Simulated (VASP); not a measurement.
Input of a VASP 6.6.1 run:

INCAR

```
SYSTEM = SnO2
PREC = Accurate
ENCUT = 520
EDIFF = 1E-7
ISMEAR = -1
SIGMA = 0.02
LREAL = .FALSE.
LASPH = .TRUE.
NELM = 80
ALGO = Normal
ISIF = 2
LWAVE = .FALSE.
LCHARG = .FALSE.
GGA = PE
NBANDS = 35
```

The input KPOINTS:

```
Automatic mesh
0
G
  4 4 6
  0 0 0
```

The input POSCAR:

```
SnO2
1.0
    4.7380000000     -0.0236900000     -0.0236900000
   -0.0236900000      4.7380000000     -0.0236900000
   -0.0159325000     -0.0159325000      3.1865000000
Sn O
2 4
Direct
    0.0000000000      0.0000000000      0.0000000000
    0.5000000000      0.5000000000      0.5000000000
    0.3071000000      0.3071000000      0.0000000000
    0.1929000000      0.8071000000      0.5000000000
    0.6929000000      0.6929000000      0.0000000000
    0.8071000000      0.1929000000      0.5000000000
```

Potentials or basis: VASP PAW PBE potentials, release 64 (Sn_d, O).

Launch:

```bash
$ cat potpaw_PBE.64/Sn_d/POTCAR potpaw_PBE.64/O/POTCAR > POTCAR
$ mpirun -np 1 vasp_std > vasp.out
```

Q: What does it give for the largest force?

A: 0.322 eV/Å.

Q: Estimate the pressure.

A: 11.9 GPa.

Q: Estimate the band gap on the k mesh.

A: 1.27 eV.

Stress tensor (GPa, compression positive):
```
10.75  2.13  1.22
 2.13 10.75  1.22
 1.22  1.22 14.05
```

Caveat: the cell stands under pressure; spin-orbit coupling is left out, which moves the levels of the heavy elements. A hybrid or GW would open this gap; PBE tends to underestimate it.
